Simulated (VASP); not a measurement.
# Ge2Sb2Te5 (P-3m1) in VASP: relaxation of cell and atoms with PBE

Aim: the relaxation of cell and atoms of Ge2Sb2Te5 with PBE.

All numbers are computed with VASP 6.6.1; they aren't measurements. Logs are shortened: lines on timing, memory, paths and dates and some standing lists are left out, and cuts for length are marked.

## Step 1: The cell of the first run

It takes space group P-3m1 (No. 164, trigonal). Conventional cell: a = 4.220 Å, b = 4.220 Å, c = 17.200 Å, α = 90.00°, β = 90.00°, γ = 120.00°. Te (site symmetry -3m) has 6 Ge at 3.03 Å within 4.0 Å. Within 4.0 Å of Te (site symmetry 3m) lie 3 Ge at 3.03 Å and 3 Sb at 3.03 Å. Te (site symmetry 3m) has 3 Sb at 3.03 Å and 3 Te at 3.67 Å within 4.0 Å. Ge (site symmetry 3m) has 6 Te at 3.03 Å within 4.0 Å. Sb (site symmetry 3m) has 6 Te at 3.03 Å within 4.0 Å.

## Step 2: Relaxation of cell and atoms, PBE

INCAR reads:

```
SYSTEM = Ge2Sb2Te5
PREC = Accurate
ENCUT = 600
EDIFF = 1E-6
ISMEAR = 0
SIGMA = 0.03
LREAL = .False.
LASPH = .True.
NELM = 100
ALGO = Normal
ISIF = 3
LWAVE = .False.
LCHARG = .False.
GGA = PE
IBRION = 2
NSW = 100
EDIFFG = -0.005
```

KPOINTS reads:

```
Automatic mesh
0
Gamma
  10 10 2
  0 0 0
```

POSCAR reads:

```
Ge2Sb2Te5
1.0
    4.2200000000      0.0000000000      0.0000000000
   -2.1100000000      3.6546272040      0.0000000000
    0.0000000000      0.0000000000     17.2000000000
Te Ge Sb
5 2 2
Direct
    0.0000000000      0.0000000000      0.0000000000
    0.6666666667      0.3333333333      0.2100290698
    0.3333333333      0.6666666667      0.4200581395
    0.6666666667      0.3333333333      0.5799418605
    0.3333333333      0.6666666667      0.7899709302
    0.3333333333      0.6666666667      0.1050145349
    0.6666666667      0.3333333333      0.8949854651
    0.0000000000      0.0000000000      0.3150436047
    0.0000000000      0.0000000000      0.6849563953
```

Potentials or basis: VASP PAW PBE potentials, release 64 (Te, Ge_d, Sb).

Command:

```bash
$ cat potpaw_PBE.64/Te/POTCAR potpaw_PBE.64/Ge_d/POTCAR potpaw_PBE.64/Sb/POTCAR > POTCAR
$ mpirun -np 1 vasp_std > vasp.out
```

OUTCAR:

```text
SYSTEM = Ge2Sb2Te5
   PREC = Accurate
   ENCUT = 600
   EDIFF = 1E-6
   ISMEAR = 0
   LREAL = .False.
   LASPH = .True.
   NELM = 100
   ISIF = 3
   GGA = PE
   IBRION = 2
   NSW = 100
   EDIFFG = -0.005

 ion  position               nearest neighbor table
   1  0.000  0.000  0.000-   6 3.03   7 3.03   7 3.03   6 3.03   7 3.03   6 3.03
   2  0.667  0.333  0.210-   6 3.03   8 3.03   6 3.03   8 3.03   8 3.03   6 3.03
   3  0.333  0.667  0.420-   8 3.03   8 3.03   8 3.03   4 3.67   4 3.67   4 3.67
   4  0.667  0.333  0.580-   9 3.03   9 3.03   9 3.03   3 3.67   3 3.67   3 3.67
   5  0.333  0.667  0.790-   9 3.03   7 3.03   7 3.03   9 3.03   9 3.03   7 3.03
   6  0.333  0.667  0.105-   1 3.03   2 3.03   2 3.03   1 3.03   1 3.03   2 3.03
   7  0.667  0.333  0.895-   5 3.03   1 3.03   5 3.03   1 3.03   1 3.03   5 3.03
   8  0.000  0.000  0.315-   3 3.03   3 3.03   3 3.03   2 3.03   2 3.03   2 3.03
   9  0.000  0.000  0.685-   4 3.03   4 3.03   4 3.03   5 3.03   5 3.03   5 3.03

  LATTYP: Found a hexagonal cell.
 ALAT       =     4.2200000000
 C/A-ratio  =     4.0758293839

  Lattice vectors:

 A1 = (   4.2200000000,   0.0000000000,   0.0000000000)
 A2 = (  -2.1100000000,   3.6546272040,   0.0000000000)
 A3 = (   0.0000000000,   0.0000000000,  17.2000000000)

Analysis of symmetry for initial positions (statically):
=====================================================================
 Subroutine PRICEL returns:
 Original cell was already a primitive cell.

 Routine SETGRP: Setting up the symmetry group for a
 hexagonal supercell.

 Subroutine GETGRP returns: Found 12 space group operations
 (whereof 12 operations were pure point group operations)
 out of a pool of 24 trial point group operations.

The static configuration has the point symmetry D_3d.

Analysis of symmetry for dynamics (positions and initial velocities):
=====================================================================
 Subroutine PRICEL returns:
 Original cell was already a primitive cell.

 Routine SETGRP: Setting up the symmetry group for a
 hexagonal supercell.

 Subroutine GETGRP returns: Found 12 space group operations
 (whereof 12 operations were pure point group operations)
 out of a pool of 24 trial point group operations.

The dynamic configuration has the point symmetry D_3d.

 Subroutine INISYM returns: Found 12 space group operations
 (whereof 12 operations are pure point group operations),
 and found     1 'primitive' translations

----------------------------------------------------------------------------------------

                                     Primitive cell

  volume of cell :     265.2675

  direct lattice vectors                    reciprocal lattice vectors
     4.220000000  0.000000000  0.000000000     0.236966825  0.136812860  0.000000000
    -2.110000000  3.654627204  0.000000000     0.000000000  0.273625720  0.000000000
     0.000000000  0.000000000 17.200000000     0.000000000  0.000000000  0.058139535

  length of vectors
     4.220000000  4.220000000 17.200000000     0.273625720  0.273625720  0.058139535

  position of ions in fractional coordinates (direct lattice)
     0.000000000  0.000000000  0.000000000
     0.666666667  0.333333333  0.210029070
     0.333333333  0.666666667  0.420058140
     0.666666667  0.333333333  0.579941860
     0.333333333  0.666666667  0.789970930
     0.333333333  0.666666667  0.105014535
     0.666666667  0.333333333  0.894985465
     0.000000000  0.000000000  0.315043605
     0.000000000  0.000000000  0.684956395

  ion indices of the primitive-cell ions
   primitive index   ion index
                 1           1
                 2           2
                 3           3
                 4           4
                 5           5
                 6           6
                 7           7
                 8           8
                 9           9

----------------------------------------------------------------------------------------

 KPOINTS: Automatic mesh

Automatic generation of k-mesh.
 Grid dimensions read from file:
 generate k-points for:   10   10    2

 Generating k-lattice:

  Cartesian coordinates                     Fractional coordinates (reciprocal lattice)
     0.023696682  0.013681286  0.000000000     0.100000000 -0.000000000  0.000000000
     0.000000000  0.027362572  0.000000000     0.000000000  0.100000000  0.000000000
     0.000000000  0.000000000  0.029069767     0.000000000  0.000000000  0.500000000

  Length of vectors
     0.027362572  0.027362572  0.029069767

  Shift w.r.t. Gamma in fractional coordinates (k-lattice)
     0.000000000  0.000000000  0.000000000

 Subroutine IBZKPT returns following result:
 ===========================================

 Found     28 irreducible k-points:

 Following reciprocal coordinates:
            Coordinates               Weight
  0.000000  0.000000  0.000000      1.000000
  0.100000  0.000000  0.000000      6.000000
  0.200000  0.000000  0.000000      6.000000
  0.300000  0.000000  0.000000      6.000000
  0.400000  0.000000  0.000000      6.000000
  0.500000  0.000000  0.000000      3.000000
[... 16 lines left out ...]
  0.300000  0.100000  0.500000     12.000000
  0.400000  0.100000  0.500000     12.000000
 [... further k-points ...]
   k-points           NKPTS =     28   k-points in BZ     NKDIM =     28   number of bands    NBANDS=     40
   number of dos      NEDOS =    301   number of ions     NIONS =      9
   total plane-waves  NPLWV = 181440
   dimension x,y,z NGX =    36 NGY =   36 NGZ =  140
   dimension x,y,z NGXF=    72 NGYF=   72 NGZF=  280
   ions per type =               5   2   2
   NGX,Y,Z   is equivalent  to a cutoff of  14.18, 14.18, 13.53 a.u.
   NGXF,Y,Z  is equivalent  to a cutoff of  28.36, 28.36, 27.06 a.u.
 SYSTEM =  Ge2Sb2Te5
   PREC   = accura    normal or accurate (medium, high low for compatibility)
   ISTART =      0    job   : 0-new  1-cont  2-samecut
   ICHARG =      2    charge: 1-file 2-atom 10-const
   ISPIN  =      1    spin polarized calculation?
   LNONCOLLINEAR =      F non collinear calculations
   LSORBIT =      F    spin-orbit coupling
   LASPH  =      T    aspherical Exc in radial PAW
   ENCUT  =  600.0 eV  44.10 Ry    6.64 a.u.   8.43  8.43 34.35*2*pi/ulx,y,z
   NELM   =    100;   NELMIN=  2; NELMDL= -5     # of ELM steps
   EDIFF  = 0.1E-05   stopping-criterion for ELM
   LREAL  =      F    real-space projection
   EDIFFG = -.5E-02   stopping-criterion for IOM
   NSW    =    100    number of steps for IOM
   IBRION =      2    ionic relax: 0-MD 1-quasi-New 2-CG
   NFREE  =      1    steps in history (QN), initial steepest desc. (CG)
   ISIF   =      3    stress and relaxation
   ISYM   =      2    0-nonsym 1-usesym 2-fastsym
   POTIM  = 0.5000    time-step for ionic-motion
   TEBEG  =    0.0;   TEEND  =   0.0 temperature during run
   PSTRESS=    0.0 pullay stress
   NELECT =      68.0000    total number of electrons
   NUPDOWN=      -1.0000    fix difference up-down
   EMIN   =  10.00;   EMAX   =-10.00  energy-range for DOS
   EFERMI =   0.00;   METHOD = LEGACY
   ISMEAR =     0;   SIGMA  =   0.03  broadening in eV -4-tet -1-fermi 0-gaus
   EFERMI_NEDOS =   21; number of points for ismear=-14 and -15
   IALGO  =     38    algorithm
   IMIX   =      4    mixing-type and parameters
     AMIX     =   0.40;   BMIX     =  1.00
     AMIX_MAG =   1.60;   BMIX_MAG =  1.00
  volume/ion in A,a.u.               =      29.47       198.90
  Fermi-wavevector in a.u.,A,eV,Ry     =   1.039960  1.965239 14.714919  1.081516
  Thomas-Fermi vector in A             =   2.174514
   LORBIT       =      0    0 simple, 1 ext, 2 COOP (PROOUT), +10 PAW based schemes
   GGA     = PE    functional components
   LHFCALC =     F    Hartree Fock is set to
   AEXX    =    0.0000 exact exchange contribution
   IVDW    =     0    specifies the selected vdW correction
   LEPSILON=     F    determine dielectric tensor
   LRPA    =     F    only Hartree local field effects (RPA)
 conjugate gradient relaxation of ions
 non-spin polarized calculation
 Gauss-broadening in eV      SIGMA  =   0.03
  energy-cutoff  :      600.00
  volume of cell :      265.27
 maximum number of plane-waves:      8948
 NGX is ok and might be reduce to    36
   NGX = 17   NGY = 17   NGZ = 69

--------------------------------------- Ionic step        1  -------------------------------------------

 number of electron      67.9999982 magnetization

 Free energy of the ion-electron system (eV)
  ---------------------------------------------------
  ext. energy  EPLUGINS =         0.00000000
  ---------------------------------------------------
  free energy    TOTEN  =       -33.66608362 eV

  energy without entropy =      -33.66608306  energy(sigma->0) =      -33.66608334

------------------------ aborting loop because EDIFF is reached ----------------------------------------

  FORCE on cell =-STRESS in cart. coord.  units (eV):
  Direction    XX          YY          ZZ          XY          YZ          ZX
  --------------------------------------------------------------------------------------
  -------------------------------------------------------------------------------------
  Total        3.8746128      3.8746128      1.6453580      0.0000000      0.0000000      0.0000000
  in kB       23.4021043     23.4021043      9.9377259      0.0000000      0.0000000      0.0000000
  external PRESSURE =      18.9139782 kB  Pullay stress =       0.0000000 kB
[... 110 lines left out ...]
  FREE ENERGIE OF THE ION-ELECTRON SYSTEM (eV)
  ---------------------------------------------------
  free  energy   TOTEN  =       -33.8962546921 eV

  energy  without entropy=      -33.8962546921  energy(sigma->0) =      -33.89625469

[... ionic steps 4 to 42 ...]

--------------------------------------- Ionic step       43  -------------------------------------------

 number of electron      68.0000027 magnetization

------------------------ aborting loop because EDIFF is reached ----------------------------------------
[... 81 lines left out ...]
--------------------------------------- Ionic step       45  -------------------------------------------

 number of electron      68.0000028 magnetization

 Free energy of the ion-electron system (eV)
  ---------------------------------------------------
  ext. energy  EPLUGINS =         0.00000000
  ---------------------------------------------------
  free energy    TOTEN  =       -33.99456719 eV

  energy without entropy =      -33.99456719  energy(sigma->0) =      -33.99456719

 E-fermi :   5.8829     XC(G=0):  -9.2791

 val. band max:        5.7230691541   @ k =   0.0000   0.0000   0.0000
 cond. band min:       6.2541978921   @ k =   0.0000   0.0000   0.0000
 fundamental gap:      0.5311287380
 Fermi energy:         5.8828589737

 k-point     1 :       0.0000    0.0000    0.0000
  band No.  band energies     occupation
      1     -19.0266      2.00000
      2     -19.0266      2.00000
      3     -19.0260      2.00000
      4     -19.0260      2.00000
      5     -19.0224      2.00000
      6     -19.0222      2.00000
[... 1021 lines left out ...]
     39       7.6275      0.00000
     40       8.0672      0.00000

 [... further k-points ...]

------------------------ aborting loop because EDIFF is reached ----------------------------------------

  FORCE on cell =-STRESS in cart. coord.  units (eV):
  Direction    XX          YY          ZZ          XY          YZ          ZX
  --------------------------------------------------------------------------------------
  -------------------------------------------------------------------------------------
  Total       -0.0123525     -0.0123525     -0.0198249     -0.0000000      0.0000000      0.0000000
  in kB       -0.0706231     -0.0706231     -0.1133452     -0.0000000      0.0000000      0.0000000
  external PRESSURE =      -0.0848638 kB  Pullay stress =       0.0000000 kB
[... 24 lines left out ...]
  FREE ENERGIE OF THE ION-ELECTRON SYSTEM (eV)
  ---------------------------------------------------
  free  energy   TOTEN  =       -33.9945671856 eV

  energy  without entropy=      -33.9945671856  energy(sigma->0) =      -33.99456719

 reached required accuracy - stopping structural energy minimisation
```

Run time: 2.1 h. Hardware: 1 thread of Intel Xeon Platinum 8488C (Sapphire Rapids), shared host; peak memory 0.71 GiB.

What came out:

| Property | Result |
| --- | --- |
| Free energy | -33.9946 eV |
| Relaxed volume | 31.14 Å³/atom |
| Relaxed cell | a = 4.294 Å, b = 4.294 Å, c = 17.552 Å, α = 90.00°, β = 90.00°, γ = 120.00° |
| Space group after relaxing (to 0.1 Å) | P-3m1 (No. 164) |
| Energy gained by relaxing | 36.5 meV/atom |
| Ionic steps | 45 |
| Pressure after relaxing | 0.0 GPa |
| Largest force after relaxing | 0.004 eV/Å |
| Band gap on the k mesh | 0.53 eV |

Forces on the atoms (eV/Å):
```
Te   0.000  0.000  0.000
Te   0.000  0.000 -0.004
Te   0.000  0.000  0.000
Te   0.000  0.000  0.000
Te   0.000  0.000  0.004
Ge   0.000  0.000 -0.003
Ge   0.000  0.000  0.003
Sb   0.000  0.000 -0.001
Sb   0.000  0.000  0.001
```

The path:
```
step  energy change (eV)  largest force (eV/Å)  pressure (GPa)  volume (Å³)
   1              0.0000                1.0603            1.89       265.27
   3             -0.2302                0.3915           -1.11       282.47
   5             -0.2812                0.1845            0.01       276.85
   7             -0.2900                0.1582           -0.01       276.09
   9             -0.3029                0.0938            0.29       273.12
  11             -0.3066                0.1460           -0.13       275.30
  13             -0.3109                0.0951            0.02       275.18
  15             -0.3176                0.0724           -0.04       276.25
  17             -0.3197                0.1285           -0.08       277.27
  19             -0.3233                0.0966            0.15       276.90
  21             -0.3243                0.0707            0.28       276.61
  23             -0.3275                0.0162            0.09       278.49
  25             -0.3278                0.0321           -0.03       279.51
  27             -0.3278                0.0305           -0.02       279.43
  29             -0.3282                0.0179           -0.01       279.69
  31             -0.3283                0.0226            0.03       279.93
  33             -0.3284                0.0171           -0.01       280.26
  35             -0.3284                0.0174           -0.02       280.30
  37             -0.3284                0.0168           -0.02       280.31
  39             -0.3285                0.0097           -0.01       280.31
  41             -0.3285                0.0074            0.00       280.21
  43             -0.3285                0.0069            0.01       280.20
  45             -0.3285                0.0040           -0.01       280.23
```

Final structure:
```
Te Ge Sb
1.0
     4.29364    0.00000    0.00000
    -2.14682    3.71840    0.00000
     0.00000    0.00000   17.55246
Te Ge Sb
5 2 2
Cartesian
  4.2936 0.0000 0.0000
  2.1468 1.2395 3.4256
  0.0000 2.4789 7.1697
  2.1468 1.2395 10.3828
  0.0000 2.4789 14.1269
  0.0000 2.4789 1.7336
  2.1468 1.2395 15.8189
  0.0000 0.0000 5.4554
  0.0000 0.0000 12.0970
```

Levels at points of the mesh, in eV from the valence-band top:
| k point | band 31 | band 32 | band 33 | band 34 | band 35 | band 36 | band 37 | band 38 |
| --- | --- | --- | --- | --- | --- | --- | --- | --- |
| (0.00, 0.00, 0.00) | -1.07 | -0.90 | -0.62 | 0.00 | 0.53 | 0.57 | 0.57 | 1.09 |
| (0.50, 0.00, 0.00) | -1.38 | -1.24 | -1.24 | -0.67 | 0.77 | 1.04 | 1.17 | 1.51 |
| (0.00, 0.00, 0.50) | -1.11 | -1.11 | -0.46 | -0.10 | 0.66 | 0.67 | 0.67 | 0.92 |
| (0.50, 0.00, 0.50) | -1.80 | -1.47 | -1.12 | -0.49 | 0.59 | 0.92 | 1.58 | 1.77 |

Caveat: spin-orbit coupling is left out, which moves the levels of the heavy elements; this functional lacks dispersion, which binds the layers, so the pressure and a relaxed spacing across them are unreliable. A k mesh can miss the band edges.
